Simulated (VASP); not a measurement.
A run of VASP 6.6.1 is set up as follows.

POSCAR

```
Al3GaN4
1.0
   -5.0380822009      0.0000000000     -0.0000609628
    0.0000000000     -3.1249488261      0.0000000000
   -0.5103897048      0.0000000000     10.8207798648
Al Ga N
6 2 8
Direct
    0.4289505844      0.5000000000      0.7082775373
    0.4789505844      0.5000000000      0.2082775373
    0.9951215324      0.5000000000      0.0421009685
    0.9451215324      0.5000000000      0.5421009685
    0.9199484510      1.0000000000      0.7904722320
    0.9699484510      1.0000000000      0.2904722320
    0.4047300894      1.0000000000      0.9577522322
    0.4547300894      1.0000000000      0.4577522322
    0.7935121707      1.0000000000      0.9578085062
    0.8435121707      1.0000000000      0.4578085062
    0.8065027958      0.5000000000      0.7082161458
    0.8565027958      0.5000000000      0.2082161458
    0.3700873504      0.5000000000      0.0449905032
    0.3200873504      0.5000000000      0.5449905032
    0.2978279758      1.0000000000      0.7875823748
    0.3478279758      1.0000000000      0.2875823748
```

File INCAR.step1:

```
SYSTEM = Al3GaN4
PREC = Accurate
ENCUT = 520
ISMEAR = 0
SIGMA = 0.05
LREAL = Auto
LASPH = .TRUE.
NELM = 60
NBANDS = 56
GGA = PE
ALGO = Normal
EDIFF = 1E-4
LWAVE = .TRUE.
LCHARG = .FALSE.
```

INCAR.step2

```
SYSTEM = Al3GaN4
PREC = Accurate
ENCUT = 520
EDIFF = 1E-7
ISMEAR = 0
SIGMA = 0.05
LREAL = Auto
LASPH = .TRUE.
NELM = 60
ALGO = Normal
ISIF = 2
LWAVE = .FALSE.
LCHARG = .FALSE.
METAGGA = R2SCAN
LMIXTAU = .TRUE.
NBANDS = 56
ISTART = 1
```

The input KPOINTS:

```
Automatic mesh
0
G
  5 7 2
  0 0 0
```

Potentials or basis: VASP PAW PBE potentials, release 64 (Al, Ga_d, N).

Command:

```sh
$ cat potpaw_PBE.64/Al/POTCAR potpaw_PBE.64/Ga_d/POTCAR potpaw_PBE.64/N/POTCAR > POTCAR
$ cp INCAR.step1 INCAR
$ mpirun -np 1 vasp_std > vasp.out
$ cp INCAR.step2 INCAR
$ mpirun -np 1 vasp_std > vasp.out
```

(1) Predict the band gap on the k mesh.

(2) What does it give for the largest force?

Answers

(1) 2.93 eV.

(2) 4.401 eV/Å.

Caveat: the cell differs from its parent crystal (the part above a cut slid along it); the PAW data sets were made with another functional, which shifts forces and pressure a little.
